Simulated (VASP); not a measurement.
# SiGe (P6_3mc) in VASP: further runs, part 2 of 2

VASP 6.6.1.

## Step 4: Single point, r2SCAN

This run uses another cell than the first one, of 20.60 Å³/atom.

File POSCAR:

```
SiGe
1.0
    3.8609315394      0.0000000000      0.0000000000
   -1.9304657697      3.3436647954      0.0000000000
    0.0000000000      0.0000000000      6.3840151619
Si Ge
2 2
Direct
    0.6666666667      0.3333333333      0.8743739990
    0.3333333333      0.6666666667      0.3743739990
    0.6666666667      0.3333333333      0.5006250010
    0.3333333333      0.6666666667      0.0006250010
```

File INCAR.step1:

```
SYSTEM = SiGe
PREC = Accurate
ENCUT = 520
ISMEAR = 0
SIGMA = 0.02
LREAL = .FALSE.
LASPH = .TRUE.
NELM = 100
NBANDS = 26
GGA = PE
ALGO = Normal
EDIFF = 1E-4
LWAVE = .TRUE.
LCHARG = .FALSE.
```

File INCAR.step2:

```
SYSTEM = SiGe
PREC = Accurate
ENCUT = 520
EDIFF = 1E-6
ISMEAR = 0
SIGMA = 0.02
LREAL = .FALSE.
LASPH = .TRUE.
NELM = 100
ALGO = Normal
ISIF = 2
LWAVE = .FALSE.
LCHARG = .TRUE.
METAGGA = R2SCAN
LMIXTAU = .TRUE.
LELF = .TRUE.
LVHAR = .TRUE.
NBANDS = 26
ISTART = 1
```

File KPOINTS:

```
Automatic mesh
0
G
  12 12 4
  0 0 0
```

Potentials or basis: VASP PAW PBE potentials, release 64 (Si, Ge_d).

Run with:

```console
$ cat potpaw_PBE.64/Si/POTCAR potpaw_PBE.64/Ge_d/POTCAR > POTCAR
$ cp INCAR.step1 INCAR
$ mpirun -np 1 vasp_std > vasp.out
$ cp INCAR.step2 INCAR
$ mpirun -np 1 vasp_std > vasp.out
```

OUTCAR:

```text
SYSTEM = SiGe
   PREC = Accurate
   ENCUT = 520
   EDIFF = 1E-6
   ISMEAR = 0
   LREAL = .FALSE.
   LASPH = .TRUE.
   NELM = 100
   ISIF = 2
   METAGGA = R2SCAN
   ISTART = 1

 ion  position               nearest neighbor table
   1  0.667  0.333  0.874-   4 2.37   4 2.37   4 2.37   3 2.39
   2  0.333  0.667  0.374-   3 2.37   3 2.37   3 2.37   4 2.39
   3  0.667  0.333  0.501-   2 2.37   2 2.37   2 2.37   1 2.39
   4  0.333  0.667  0.001-   1 2.37   1 2.37   1 2.37   2 2.39

  LATTYP: Found a hexagonal cell.
 ALAT       =     3.8609315394
 C/A-ratio  =     1.6534908990

  Lattice vectors:

 A1 = (   3.8609315394,   0.0000000000,   0.0000000000)
 A2 = (  -1.9304657697,   3.3436647954,   0.0000000000)
 A3 = (   0.0000000000,   0.0000000000,   6.3840151619)

Analysis of symmetry for initial positions (statically):
=====================================================================
 Subroutine PRICEL returns:
 Original cell was already a primitive cell.

 Routine SETGRP: Setting up the symmetry group for a
 hexagonal supercell.

 Subroutine GETGRP returns: Found 12 space group operations
 (whereof  6 operations were pure point group operations)
 out of a pool of 24 trial point group operations.

The static configuration has the point symmetry C_3v.
 The point group associated with its full space group is C_6v.

Analysis of symmetry for dynamics (positions and initial velocities):
=====================================================================
 Subroutine PRICEL returns:
 Original cell was already a primitive cell.

 Routine SETGRP: Setting up the symmetry group for a
 hexagonal supercell.

 Subroutine GETGRP returns: Found 12 space group operations
 (whereof  6 operations were pure point group operations)
 out of a pool of 24 trial point group operations.

The dynamic configuration has the point symmetry C_3v.
 The point group associated with its full space group is C_6v.

 Subroutine INISYM returns: Found 12 space group operations
 (whereof  6 operations are pure point group operations),
[... 120 lines left out ...]
     AMIX_MAG =   1.60;   BMIX_MAG =  1.00
  volume/ion in A,a.u.               =      20.60       139.04
  Fermi-wavevector in a.u.,A,eV,Ry     =   1.242146  2.347316 20.992802  1.542927
  Thomas-Fermi vector in A             =   2.376513
   LORBIT       =      0    0 simple, 1 ext, 2 COOP (PROOUT), +10 PAW based schemes
   METAGGA = R2SCAN    functional components
   LHFCALC =     F    Hartree Fock is set to
   AEXX    =    0.0000 exact exchange contribution
   IVDW    =     0    specifies the selected vdW correction
   LEPSILON=     F    determine dielectric tensor
   LRPA    =     F    only Hartree local field effects (RPA)
 non-spin polarized calculation
 Gauss-broadening in eV      SIGMA  =   0.02
  energy-cutoff  :      520.00
  volume of cell :       82.42
 maximum number of plane-waves:      2250
 NGX is ok and might be reduce to    30
   NGX = 15   NGY = 15   NGZ = 23

 number of electron      35.9999979 magnetization

 Free energy of the ion-electron system (eV)
  ---------------------------------------------------
  ext. energy  EPLUGINS =         0.00000000
  ---------------------------------------------------
  free energy    TOTEN  =       -45.15074519 eV

  energy without entropy =      -45.15074519  energy(sigma->0) =      -45.15074519

 E-fermi :   5.9730     XC(G=0): -10.5294

 val. band max:        5.8321472878   @ k =   0.0000   0.0000   0.0000
 cond. band min:       6.4399715155   @ k =   0.5000   0.0000   0.0000
 fundamental gap:      0.6078242277
 Fermi energy:         5.9730281263

 k-point     1 :       0.0000    0.0000    0.0000
  band No.  band energies     occupation
      1     -19.4367      2.00000
      2     -19.4367      2.00000
      3     -19.4330      2.00000
      4     -19.4330      2.00000
      5     -19.4295      2.00000
      6     -19.4295      2.00000
[... 685 lines left out ...]
     25      13.5171      0.00000
     26      13.7437      0.00000

 [... further k-points ...]

------------------------ aborting loop because EDIFF is reached ----------------------------------------

  FORCE on cell =-STRESS in cart. coord.  units (eV):
  Direction    XX          YY          ZZ          XY          YZ          ZX
  --------------------------------------------------------------------------------------
  -------------------------------------------------------------------------------------
  Total        1.5182813      1.5182813      1.5445328      0.0000000      0.0000000      0.0000000
  in kB       29.5157680     29.5157680     30.0261042      0.0000000      0.0000000      0.0000000
  external PRESSURE =      29.6858801 kB  Pullay stress =       0.0000000 kB

 VOLUME and BASIS-vectors are now :
 -----------------------------------------------------------------------------
  energy-cutoff  :      520.00
  volume of cell :       82.42
      direct lattice vectors                 reciprocal lattice vectors
     3.860931539  0.000000000  0.000000000     0.259004851  0.149536521  0.000000000
    -1.930465770  3.343664795  0.000000000     0.000000000  0.299073041  0.000000000
     0.000000000  0.000000000  6.384015162     0.000000000  0.000000000  0.156641232

 POSITION                                       TOTAL-FORCE (eV/Angst)
 -----------------------------------------------------------------------------------
      1.93047      1.11455      5.58202         0.000000     -0.000000     -0.004799
     -0.00000      2.22911      2.39001        -0.000000      0.000000     -0.004799
      1.93047      1.11455      3.19600         0.000000      0.000000      0.004799
     -0.00000      2.22911      0.00399        -0.000000      0.000000      0.004799
 -----------------------------------------------------------------------------------
    total drift:                               -0.000000     -0.000001      0.015392

  FREE ENERGIE OF THE ION-ELECTRON SYSTEM (eV)
  ---------------------------------------------------
  free  energy   TOTEN  =       -45.1507451923 eV

  energy  without entropy=      -45.1507451923  energy(sigma->0) =      -45.15074519
```

It took 6.4 min on 1 thread of Intel Xeon 6975P-C (Granite Rapids), shared host; peak memory 0.27 GiB.

What came out:

| Item | Value |
| --- | --- |
| Free energy | -45.1507 eV |
| Pressure | 3.0 GPa |
| Largest force | 0.005 eV/Å |
| Band gap on the k mesh | 0.61 eV (least direct gap 0.88 eV) |

Forces in eV/Å, atoms in the order of the input:
```
Si   0.000  0.000 -0.005
Si   0.000  0.000 -0.005
Ge   0.000  0.000  0.005
Ge   0.000  0.000  0.005
```

Caveat: semilocal functionals underestimate gaps, and a narrow one can read as zero; the PAW data sets were made with another functional, which shifts forces and pressure a little. A k mesh can miss the band edges.

## Step 5: Single point, r2SCAN

This run uses another cell than the first one, of 22.15 Å³/atom.

File POSCAR:

```
SiGe
1.0
    3.9549890177      0.0000000000      0.0000000000
   -1.9774945089      3.4251209610      0.0000000000
    0.0000000000      0.0000000000      6.5393627433
Si Ge
2 2
Direct
    0.6666666667      0.3333333333      0.8745106717
    0.3333333333      0.6666666667      0.3745106717
    0.6666666667      0.3333333333      0.5004883283
    0.3333333333      0.6666666667      0.0004883283
```

File INCAR.step1:

```
SYSTEM = SiGe
PREC     = Accurate       ! precision mode
ENCUT    = 520            ! plane-wave cutoff, eV
ISMEAR   = 0              ! smearing method
SIGMA    = 0.02           ! smearing width, eV
LREAL    = .FALSE.        ! projectors in reciprocal space
LASPH    = .TRUE.         ! aspherical terms in the spheres
NELM     = 80             ! most SCF steps
NBANDS   = 26             ! bands
GGA      = PE             ! functional
ALGO     = Normal         ! electronic algorithm
EDIFF    = 1E-4           ! SCF threshold, eV
LWAVE    = .TRUE.         ! write WAVECAR
LCHARG   = .FALSE.        ! write CHGCAR
```

File INCAR.step2:

```
SYSTEM = SiGe
PREC     = Accurate       ! precision mode
ENCUT    = 520            ! plane-wave cutoff, eV
EDIFF    = 1E-6           ! SCF threshold, eV
ISMEAR   = 0              ! smearing method
SIGMA    = 0.02           ! smearing width, eV
LREAL    = .FALSE.        ! projectors in reciprocal space
LASPH    = .TRUE.         ! aspherical terms in the spheres
NELM     = 80             ! most SCF steps
ALGO     = Normal         ! electronic algorithm
ISIF     = 2              ! what is computed and relaxed
LWAVE    = .FALSE.        ! write WAVECAR
LCHARG   = .FALSE.        ! write CHGCAR
METAGGA  = R2SCAN         ! meta-GGA
LMIXTAU  = .TRUE.       
NBANDS   = 26             ! bands
ISTART   = 1
```

KPOINTS is that of step 4.

Potentials or basis: VASP PAW PBE potentials, release 64 (Si, Ge_d).

Run with:

```console
$ cat potpaw_PBE.64/Si/POTCAR potpaw_PBE.64/Ge_d/POTCAR > POTCAR
$ cp INCAR.step1 INCAR
$ mpirun -np 1 vasp_std > vasp.out
$ cp INCAR.step2 INCAR
$ mpirun -np 1 vasp_std > vasp.out
```

OUTCAR:

```text
SYSTEM = SiGe
   PREC = Accurate
   ENCUT = 520
   EDIFF = 1E-6
   ISMEAR = 0
   LREAL = .FALSE.
   LASPH = .TRUE.
   NELM = 80
   ISIF = 2
   METAGGA = R2SCAN
   ISTART = 1

 ion  position               nearest neighbor table
   1  0.667  0.333  0.875-   4 2.43   4 2.43   4 2.43   3 2.45
   2  0.333  0.667  0.375-   3 2.43   3 2.43   3 2.43   4 2.45
   3  0.667  0.333  0.500-   2 2.43   2 2.43   2 2.43   1 2.45
   4  0.333  0.667  0.000-   1 2.43   1 2.43   1 2.43   2 2.45

  LATTYP: Found a hexagonal cell.
 ALAT       =     3.9549890177
 C/A-ratio  =     1.6534464986

  Lattice vectors:

 A1 = (   3.9549890177,   0.0000000000,   0.0000000000)
 A2 = (  -1.9774945089,   3.4251209610,   0.0000000000)
 A3 = (   0.0000000000,   0.0000000000,   6.5393627433)

Analysis of symmetry for initial positions (statically):
=====================================================================
 Subroutine PRICEL returns:
 Original cell was already a primitive cell.

 Routine SETGRP: Setting up the symmetry group for a
 hexagonal supercell.

 Subroutine GETGRP returns: Found 12 space group operations
 (whereof  6 operations were pure point group operations)
[... 172 lines left out ...]

 val. band max:        5.0779552353   @ k =   0.0000   0.0000   0.0000
 cond. band min:       5.7432881487   @ k =   0.0000   0.0000   0.0000
 fundamental gap:      0.6653329134
 Fermi energy:         5.2578317515

 k-point     1 :       0.0000    0.0000    0.0000
  band No.  band energies     occupation
      1     -20.1139      2.00000
      2     -20.1138      2.00000
      3     -20.1107      2.00000
      4     -20.1107      2.00000
      5     -20.1080      2.00000
      6     -20.1079      2.00000
[... 685 lines left out ...]
     25      12.4602      0.00000
     26      12.6482      0.00000

 [... further k-points ...]

------------------------ aborting loop because EDIFF is reached ----------------------------------------

  FORCE on cell =-STRESS in cart. coord.  units (eV):
  Direction    XX          YY          ZZ          XY          YZ          ZX
  --------------------------------------------------------------------------------------
  -------------------------------------------------------------------------------------
  Total       -1.6786028     -1.6786028     -1.7417280      0.0000000     -0.0000000      0.0000000
  in kB      -30.3600094    -30.3600094    -31.5017213      0.0000000     -0.0000000      0.0000000
  external PRESSURE =     -30.7405800 kB  Pullay stress =       0.0000000 kB

 VOLUME and BASIS-vectors are now :
 -----------------------------------------------------------------------------
  energy-cutoff  :      520.00
  volume of cell :       88.58
      direct lattice vectors                 reciprocal lattice vectors
     3.954989018  0.000000000  0.000000000     0.252845203  0.145980246  0.000000000
    -1.977494509  3.425120961  0.000000000     0.000000000  0.291960492  0.000000000
     0.000000000  0.000000000  6.539362743     0.000000000  0.000000000  0.152920099

 POSITION                                       TOTAL-FORCE (eV/Angst)
 -----------------------------------------------------------------------------------
      1.97749      1.14171      5.71874         0.000000     -0.000000      0.007426
     -0.00000      2.28341      2.44906         0.000000      0.000000      0.007426
      1.97749      1.14171      3.27287        -0.000000      0.000000     -0.007426
     -0.00000      2.28341      0.00319         0.000000     -0.000000     -0.007426
 -----------------------------------------------------------------------------------
    total drift:                               -0.000000     -0.000001     -0.002137

  FREE ENERGIE OF THE ION-ELECTRON SYSTEM (eV)
  ---------------------------------------------------
  free  energy   TOTEN  =       -45.1427110192 eV

  energy  without entropy=      -45.1427110192  energy(sigma->0) =      -45.14271102
```

OSZICAR.step1:

```text
N       E                     dE             d eps       ncg     rms          rms(c)
DAV:   1     0.267019846107E+03    0.26702E+03   -0.17636E+04  3442   0.290E+03
DAV:   2     0.229746510318E+02   -0.24405E+03   -0.23496E+03  2988   0.636E+02
DAV:   3    -0.182523424978E+02   -0.41227E+02   -0.40741E+02  3574   0.154E+02
DAV:   4    -0.199210389819E+02   -0.16687E+01   -0.16659E+01  3512   0.340E+01
DAV:   5    -0.199570597003E+02   -0.36021E-01   -0.36013E-01  3644   0.563E+00    0.539E+00
DAV:   6    -0.198050864816E+02    0.15197E+00   -0.77729E-02  3440   0.197E+00    0.323E+00
DAV:   7    -0.197280283091E+02    0.77058E-01   -0.13814E-01  3244   0.228E+00    0.206E-01
DAV:   8    -0.197308543486E+02   -0.28260E-02   -0.13671E-02  3632   0.116E+00    0.104E-01
DAV:   9    -0.197314837089E+02   -0.62936E-03   -0.69038E-04  3052   0.244E-01    0.677E-02
DAV:  10    -0.197316851531E+02   -0.20144E-03   -0.19064E-04  2876   0.745E-02    0.175E-02
DAV:  11    -0.197317073667E+02   -0.22214E-04   -0.32602E-05  2144   0.546E-02
   1 F= -.19731707E+02 E0= -.19731707E+02  d E =-.386754E-40
```

Run time: 6.9 min. Hardware: 1 thread of Intel Xeon 6975P-C (Granite Rapids), shared host; peak memory 0.27 GiB.

What came out:

| Property | Result |
| --- | --- |
| Free energy | -45.1427 eV |
| Pressure | -3.1 GPa |
| Largest force | 0.007 eV/Å |
| Band gap on the k mesh | 0.67 eV |

Forces on the atoms (eV/Å):
```
Si   0.000  0.000  0.007
Si   0.000  0.000  0.007
Ge   0.000  0.000 -0.007
Ge   0.000  0.000 -0.007
```

Stress tensor (GPa, compression positive):
```
-3.04  0.00  0.00
 0.00 -3.04  0.00
 0.00  0.00 -3.15
```

Levels at points of the mesh, in eV from the valence-band top:
| k point | band 14 | band 15 | band 16 | band 17 | band 18 | band 19 | band 20 | band 21 | band 22 | band 23 |
| --- | --- | --- | --- | --- | --- | --- | --- | --- | --- | --- |
| (0.00, 0.00, 0.00) | -1.59 | -1.59 | -0.31 | 0.00 | 0.00 | 0.67 | 1.56 | 2.25 | 2.25 | 2.84 |
| (0.50, 0.00, 0.00) | -6.52 | -4.71 | -3.18 | -2.94 | -1.54 | 0.72 | 2.23 | 3.56 | 3.62 | 4.43 |
| (0.00, 0.00, 0.50) | -4.61 | -0.97 | -0.97 | -0.97 | -0.97 | 1.45 | 1.45 | 3.33 | 3.33 | 3.33 |
| (0.50, 0.00, 0.50) | -7.70 | -2.61 | -2.61 | -2.52 | -2.52 | 0.91 | 0.91 | 2.17 | 2.17 | 6.10 |

Caveat: the cell stands under tension; semilocal functionals underestimate gaps, and a narrow one can read as zero; the PAW data sets were made with another functional, which shifts forces and pressure a little.

## Step 6: Single point, r2SCAN

This run uses another cell than the first one, of 22.15 Å³/atom.

POSCAR is that of step 5.

File INCAR.step1:

```
PREC = Accurate ; ENCUT = 520
ISMEAR = 0 ; SIGMA = 0.02
LREAL = False ; LASPH = True
NELM = 80 ; NBANDS = 26
GGA = PE ; ALGO = Normal
EDIFF = 1E-4 ; LWAVE = True
LCHARG = False
```

File INCAR.step2:

```
PREC = Accurate ; ENCUT = 520
EDIFF = 1E-7 ; ISMEAR = 0
SIGMA = 0.02 ; LREAL = False
LASPH = True ; NELM = 80
ALGO = Normal ; ISIF = 2
LWAVE = False ; LCHARG = True
METAGGA = R2SCAN ; LMIXTAU = True
LELF = True ; LVHAR = True
NBANDS = 26 ; ISTART = 1
```

File KPOINTS:

```
regular mesh
0
Gamma
  12 12 4
```

Potentials or basis: VASP PAW PBE potentials, release 64 (Si, Ge_d).

Run with:

```console
$ cat potpaw_PBE.64/Si/POTCAR potpaw_PBE.64/Ge_d/POTCAR > POTCAR
$ cp INCAR.step1 INCAR
$ mpirun -np 1 vasp_std > vasp.out
$ cp INCAR.step2 INCAR
$ mpirun -np 1 vasp_std > vasp.out
```

It took 8.6 min on 1 thread of Intel Xeon 6975P-C (Granite Rapids), shared host; peak memory 0.28 GiB.

Results (log left out):

```
Free energy            : -45.1427 eV
Pressure               : -3.1 GPa
Largest force          : 0.007 eV/Å
Band gap on the k mesh : 0.67 eV
```

Forces on the atoms (eV/Å):
```
Si   0.000  0.000  0.007
Si   0.000  0.000  0.007
Ge   0.000  0.000 -0.007
Ge   0.000  0.000 -0.007
```

Stress tensor (GPa, compression positive):
```
-3.03  0.00  0.00
 0.00 -3.03  0.00
 0.00  0.00 -3.14
```

Levels at points of the mesh, in eV from the valence-band top:
```
           k point  band 15  band 16  band 17  band 18  band 19  band 20  band 21  band 22
(0.00, 0.00, 0.00)    -1.59    -0.31     0.00     0.00     0.67     1.56     2.25     2.25
(0.50, 0.00, 0.00)    -4.71    -3.18    -2.94    -1.54     0.72     2.23     3.56     3.62
(0.00, 0.00, 0.50)    -0.97    -0.97    -0.97    -0.97     1.45     1.45     3.33     3.33
(0.50, 0.00, 0.50)    -2.61    -2.61    -2.52    -2.52     0.91     0.91     2.17     2.17
```

Caveat: the cell stands under tension; semilocal functionals underestimate gaps, and a narrow one can read as zero; the PAW data sets were made with another functional, which shifts forces and pressure a little. A k mesh can miss the band edges.

## Step 7: Summary

```tsv
cell	k mesh	smearing	gap on the mesh (eV)	pressure (GPa)
a = 3.800, b = 3.800, c = 6.291 Å, angles 90.0, 90.0, 120.0°, 4 atoms, atomic positions A	12 × 12 × 4	gaussian 0.02 eV	0.53	7.9
a = 3.462, b = 3.462, c = 5.820 Å, angles 90.0, 90.0, 120.0°, 4 atoms, atomic positions B	12 × 12 × 6	gaussian 0.01 eV	none	59.8
a = 3.861, b = 3.861, c = 6.384 Å, angles 90.0, 90.0, 120.0°, 4 atoms, atomic positions C	12 × 12 × 4	gaussian 0.02 eV	0.61	3.0
a = 3.955, b = 3.955, c = 6.539 Å, angles 90.0, 90.0, 120.0°, 4 atoms, atomic positions D	12 × 12 × 4	gaussian 0.02 eV	0.67	-3.1
```

Alike in all rows: task single point; level r2SCAN; potentials or basis VASP PAW PBE potentials, release 64 (Si, Ge_d); no spin polarisation; cutoff (eV) 520.

Caveats: semilocal functionals underestimate gaps, and a narrow one can read as zero; the PAW data sets were made with another functional, which shifts forces and pressure a little; the cell stands under pressure (at least some runs); the cell stands under tension (at least some runs).

Absolute energies hang on the potentials; compare differences alone.

The gap in the log of VASP goes by the Fermi energy; the results here count the filled bands.